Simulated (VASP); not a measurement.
# Li (Im-3m) in VASP: single point with PBE

Aim: the single point of Li with PBE.

Program: VASP 6.6.1. These are calculated values, not measurements. Logs are shortened: lines on timing, memory, paths and dates and some standing lists are left out, and cuts for length are marked.

## Step 1: The cell of the first run

Symmetry: Im-3m, No. 229, cubic system. The conventional cell has a = 3.434 Å, b = 3.434 Å, c = 3.434 Å, α = 90.00°, β = 90.00°, γ = 90.00°. Within 3.9 Å of Li (site symmetry m-3m) lie 14 Li at 2.97 to 3.43 Å.

## Step 2: Single point, PBE

The input, INCAR:

```
SYSTEM = Li
PREC = Accurate
ENCUT = 750
EDIFF = 1E-6
ISMEAR = 0
SIGMA = 0.1
LREAL = .False.
LASPH = .True.
NELM = 120
ALGO = Normal
ISIF = 2
LWAVE = .False.
LCHARG = .False.
GGA = PE
NBANDS = 8
GGA_COMPAT = .False.
```

The input, KPOINTS:

```
regular mesh
0
Gamma
  18 18 18
  0 0 0
```

The input, POSCAR:

```
Li
1.0
   -1.7170491876      1.7170491876      1.7170491876
    1.7170491876     -1.7170491876      1.7170491876
    1.7170491876      1.7170491876     -1.7170491876
Li
1
Direct
    0.0000000000      0.0000000000      0.0000000000
```

Potentials or basis: VASP PAW PBE potentials, release 64 (Li_sv).

Command:

```
cat potpaw_PBE.64/Li_sv/POTCAR > POTCAR
mpirun -np 1 vasp_std > vasp.out
```

OUTCAR:

```text
SYSTEM = Li
   PREC = Accurate
   ENCUT = 750
   EDIFF = 1E-6
   ISMEAR = 0
   LREAL = .False.
   LASPH = .True.
   NELM = 120
   ISIF = 2
   GGA = PE

 ion  position               nearest neighbor table
   1  0.000  0.000  0.000-

  LATTYP: Found a body centered cubic cell.
 ALAT       =     3.4340983752

  Lattice vectors:

 A1 = (  -1.7170491876,   1.7170491876,   1.7170491876)
 A2 = (   1.7170491876,  -1.7170491876,   1.7170491876)
 A3 = (   1.7170491876,   1.7170491876,  -1.7170491876)

Analysis of symmetry for initial positions (statically):
=====================================================================
 Subroutine PRICEL returns:
 Original cell was already a primitive cell.

 Routine SETGRP: Setting up the symmetry group for a
 body centered cubic supercell.

 Subroutine GETGRP returns: Found 48 space group operations
 (whereof 48 operations were pure point group operations)
 out of a pool of 48 trial point group operations.

The static configuration has the point symmetry O_h .

Analysis of symmetry for dynamics (positions and initial velocities):
=====================================================================
 Subroutine PRICEL returns:
 Original cell was already a primitive cell.

 Routine SETGRP: Setting up the symmetry group for a
 body centered cubic supercell.

 Subroutine GETGRP returns: Found 48 space group operations
 (whereof 48 operations were pure point group operations)
 out of a pool of 48 trial point group operations.

The dynamic configuration has the point symmetry O_h .

 Subroutine INISYM returns: Found 48 space group operations
 (whereof 48 operations are pure point group operations),
 and found     1 'primitive' translations

----------------------------------------------------------------------------------------

                                     Primitive cell

  volume of cell :      20.2492

  direct lattice vectors                    reciprocal lattice vectors
    -1.717049188  1.717049188  1.717049188     0.000000000  0.291197249  0.291197249
     1.717049188 -1.717049188  1.717049188     0.291197249  0.000000000  0.291197249
     1.717049188  1.717049188 -1.717049188     0.291197249  0.291197249  0.000000000

  length of vectors
     2.974016432  2.974016432  2.974016432     0.411815099  0.411815099  0.411815099

  position of ions in fractional coordinates (direct lattice)
     0.000000000  0.000000000  0.000000000

  ion indices of the primitive-cell ions
   primitive index   ion index
                 1           1

----------------------------------------------------------------------------------------

 KPOINTS: regular mesh

Automatic generation of k-mesh.
 Grid dimensions read from file:
 generate k-points for:   18   18   18

 Generating k-lattice:

  Cartesian coordinates                     Fractional coordinates (reciprocal lattice)
     0.000000000  0.016177625  0.016177625     0.055555556  0.000000000  0.000000000
     0.016177625  0.000000000  0.016177625     0.000000000  0.055555556  0.000000000
     0.016177625  0.016177625  0.000000000     0.000000000  0.000000000  0.055555556

  Length of vectors
     0.022878617  0.022878617  0.022878617

  Shift w.r.t. Gamma in fractional coordinates (k-lattice)
     0.000000000  0.000000000  0.000000000

 Subroutine IBZKPT returns following result:
 ===========================================

 Found    195 irreducible k-points:

 Following reciprocal coordinates:
            Coordinates               Weight
  0.000000  0.000000  0.000000      1.000000
  0.055556  0.000000  0.000000     12.000000
  0.111111  0.000000  0.000000     12.000000
  0.166667  0.000000  0.000000     12.000000
  0.222222  0.000000  0.000000     12.000000
  0.277778  0.000000  0.000000     12.000000
[... 16 lines left out ...]
  0.333333  0.111111  0.000000     48.000000
  0.388889  0.111111  0.000000     48.000000
 [... further k-points ...]
   k-points           NKPTS =    195   k-points in BZ     NKDIM =    195   number of bands    NBANDS=      8
   number of dos      NEDOS =    301   number of ions     NIONS =      1
   total plane-waves  NPLWV =  21952
   dimension x,y,z NGX =    28 NGY =   28 NGZ =   28
   dimension x,y,z NGXF=    56 NGYF=   56 NGZF=   56
   ions per type =               1
   NGX,Y,Z   is equivalent  to a cutoff of  15.65, 15.65, 15.65 a.u.
   NGXF,Y,Z  is equivalent  to a cutoff of  31.30, 31.30, 31.30 a.u.
 SYSTEM =  Li
   PREC   = accura    normal or accurate (medium, high low for compatibility)
   ISTART =      0    job   : 0-new  1-cont  2-samecut
   ICHARG =      2    charge: 1-file 2-atom 10-const
   ISPIN  =      1    spin polarized calculation?
   LNONCOLLINEAR =      F non collinear calculations
   LSORBIT =      F    spin-orbit coupling
   LASPH  =      T    aspherical Exc in radial PAW
   ENCUT  =  750.0 eV  55.12 Ry    7.42 a.u.   6.64  6.64  6.64*2*pi/ulx,y,z
   NELM   =    120;   NELMIN=  2; NELMDL= -5     # of ELM steps
   EDIFF  = 0.1E-05   stopping-criterion for ELM
   LREAL  =      F    real-space projection
   EDIFFG = 0.1E-04   stopping-criterion for IOM
   NSW    =      0    number of steps for IOM
   IBRION =     -1    ionic relax: 0-MD 1-quasi-New 2-CG
   NFREE  =      0    steps in history (QN), initial steepest desc. (CG)
   ISIF   =      2    stress and relaxation
   ISYM   =      2    0-nonsym 1-usesym 2-fastsym
   POTIM  = 0.5000    time-step for ionic-motion
   TEBEG  =    0.0;   TEEND  =   0.0 temperature during run
   PSTRESS=    0.0 pullay stress
   NELECT =       3.0000    total number of electrons
   NUPDOWN=      -1.0000    fix difference up-down
   EMIN   =  10.00;   EMAX   =-10.00  energy-range for DOS
   EFERMI =   0.00;   METHOD = LEGACY
   ISMEAR =     0;   SIGMA  =   0.10  broadening in eV -4-tet -1-fermi 0-gaus
   EFERMI_NEDOS =   21; number of points for ismear=-14 and -15
   IALGO  =     38    algorithm
   IMIX   =      4    mixing-type and parameters
     AMIX     =   0.40;   BMIX     =  1.00
     AMIX_MAG =   1.60;   BMIX_MAG =  1.00
  volume/ion in A,a.u.               =      20.25       136.65
  Fermi-wavevector in a.u.,A,eV,Ry     =   0.866255  1.636985 10.209785  0.750398
  Thomas-Fermi vector in A             =   1.984618
   LORBIT       =      0    0 simple, 1 ext, 2 COOP (PROOUT), +10 PAW based schemes
   GGA     = PE    functional components
   LHFCALC =     F    Hartree Fock is set to
   AEXX    =    0.0000 exact exchange contribution
   IVDW    =     0    specifies the selected vdW correction
   LEPSILON=     F    determine dielectric tensor
   LRPA    =     F    only Hartree local field effects (RPA)
 non-spin polarized calculation
 Gauss-broadening in eV      SIGMA  =   0.10
  energy-cutoff  :      750.00
  volume of cell :       20.25
 maximum number of plane-waves:       968
   NGX = 13   NGY = 13   NGZ = 13

 number of electron       3.0000004 magnetization

 Free energy of the ion-electron system (eV)
  ---------------------------------------------------
  ext. energy  EPLUGINS =         0.00000000
  ---------------------------------------------------
  free energy    TOTEN  =        -1.90643151 eV

  energy without entropy =       -1.90391370  energy(sigma->0) =       -1.90517260

 E-fermi :   0.6311     XC(G=0):  -7.0468

 val. band max:        0.6036763030   @ k =  -0.4444   0.4444   0.0556
 cond. band min:       0.6555058566   @ k =   0.3333   0.1667  -0.0000
 fundamental gap:      0.0518295537
 Fermi energy:         0.6311413949

 k-point     1 :       0.0000    0.0000    0.0000
  band No.  band energies     occupation
      1     -45.8920      2.00000
      2      -2.9458      2.00000
      3      15.2439      0.00000
      4      15.2440      0.00000
      5      15.2440      0.00000
      6      20.0164      0.00000
      7      20.0164      0.00000
      8      20.0164      0.00000

 k-point     2 :       0.0556    0.0000    0.0000
  band No.  band energies     occupation
      1     -45.8914      2.00000
      2      -2.8872      2.00000
      3      14.8473      0.00000
      4      14.9388      0.00000
      5      15.1410      0.00000
      6      19.0183      0.00000
      7      19.1866      0.00000
      8      20.3260      0.00000

 k-point     3 :       0.1111    0.0000    0.0000
  band No.  band energies     occupation
      1     -45.8897      2.00000
      2      -2.7112      2.00000
      3      13.6624      0.00000
      4      14.2537      0.00000
      5      14.8445      0.00000
      6      17.9858      0.00000
      7      18.0742      0.00000
      8      19.9028      0.00000

 k-point     4 :       0.1667    0.0000    0.0000
  band No.  band energies     occupation
      1     -45.8871      2.00000
      2      -2.4180      2.00000
      3      11.9906      0.00000
      4      13.4828      0.00000
      5      14.4063      0.00000
      6      17.0747      0.00000
      7      17.5198      0.00000
      8      19.8444      0.00000

 k-point     5 :       0.2222    0.0000    0.0000
  band No.  band energies     occupation
      1     -45.8840      2.00000
      2      -2.0079      2.00000
      3      10.2032      0.00000
      4      12.7606      0.00000
      5      13.9106      0.00000
      6      16.2206      0.00000
      7      17.3570      0.00000
      8      20.0941      0.00000
[... 177 lines left out ...]
 k-point    22 :       0.2778    0.1111   -0.0000
  band No.  band energies     occupation
      1     -45.8766      2.00000
      2      -0.6708      2.00000
      3       6.9410      0.00000
      4      10.3828      0.00000
      5      12.1177      0.00000
      6      16.8657      0.00000
      7      17.7880      0.00000
      8      21.2871      0.00000

 k-point    23 :       0.3333    0.1111    0.0000
  band No.  band energies     occupation
      1     -45.8742      2.00000
      2       0.0433      2.00000
      3       5.5327      0.00000
      4      10.0406      0.00000
      5      11.7933      0.00000
      6      16.6077      0.00000
      7      18.0234      0.00000
      8      21.9448      0.00000

 k-point    24 :       0.3889    0.1111    0.0000
  band No.  band energies     occupation
      1     -45.8726      2.00000
      2       0.7451      0.10705
      3       4.4099      0.00000
      4       9.8340      0.00000
      5      11.5950      0.00000
      6      16.4402      0.00000
      7      18.2254      0.00000
      8      22.6520      0.00000

 [... further k-points ...]

------------------------ aborting loop because EDIFF is reached ----------------------------------------

  FORCE on cell =-STRESS in cart. coord.  units (eV):
  Direction    XX          YY          ZZ          XY          YZ          ZX
  --------------------------------------------------------------------------------------
  -------------------------------------------------------------------------------------
  Total       -0.0145913     -0.0145913     -0.0145913     -0.0000000      0.0000000     -0.0000000
  in kB       -1.1545079     -1.1545079     -1.1545079     -0.0000000      0.0000000     -0.0000000
  external PRESSURE =      -1.1545079 kB  Pullay stress =       0.0000000 kB

 VOLUME and BASIS-vectors are now :
 -----------------------------------------------------------------------------
  energy-cutoff  :      750.00
  volume of cell :       20.25
      direct lattice vectors                 reciprocal lattice vectors
    -1.717049188  1.717049188  1.717049188     0.000000000  0.291197249  0.291197249
     1.717049188 -1.717049188  1.717049188     0.291197249  0.000000000  0.291197249
     1.717049188  1.717049188 -1.717049188     0.291197249  0.291197249  0.000000000

 POSITION                                       TOTAL-FORCE (eV/Angst)
 -----------------------------------------------------------------------------------
      0.00000      0.00000      0.00000         0.000000     -0.000000     -0.000000
 -----------------------------------------------------------------------------------
    total drift:                               -0.000000     -0.000000     -0.000000

  FREE ENERGIE OF THE ION-ELECTRON SYSTEM (eV)
  ---------------------------------------------------
  free  energy   TOTEN  =        -1.9064315117 eV

  energy  without entropy=       -1.9039136956  energy(sigma->0) =       -1.90517260
```

Wall time 54 s (1 thread of Intel Xeon 8259CL, shared host); peak memory 0.17 GiB.

Results:

```yaml
Free_energy: -1.9064 eV
Pressure: -0.1 GPa
Band_gap_on_the_k_mesh: zero (an odd number of electrons rules out a gap without spin polarisation)
```
